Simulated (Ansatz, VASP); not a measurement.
## One calculation of Cl, two programs

```
Cl
1.0
     0.00000    3.23647    3.23647
     3.23647    0.00000    3.23647
     3.23647    3.23647    0.00000
Cl
2
Direct
  0.00000 0.00000 0.00000
  0.25000 0.25000 0.25000
```

Alike in both runs: task single point; functional PBE; k mesh 20 × 20 × 20; occupations fermi-dirac, width 0.08 eV; no spin polarisation.

|  | VASP | Ansatz |
| --- | --- | --- |
| version | VASP 6.6.1 | Ansatz 0.2.0 |
| potentials or method | VASP PAW PBE potentials, release 64 (Cl), cutoff 520 eV | all-electron LAPW, scalar-relativistic |

Ansatz gave:

| Quantity | Value |
| --- | --- |
| gap on the k mesh at the Fermi level (eV) | none |
| pressure (GPa) | 0.0 |

Q: Which values does VASP return?

A: gap on the k mesh at the Fermi level (eV): none; pressure (GPa): -0.1.

A gap of «none» marks a metal or a gap that the smearing closes. Ansatz ran all-electron here, and VASP with PAW potentials.
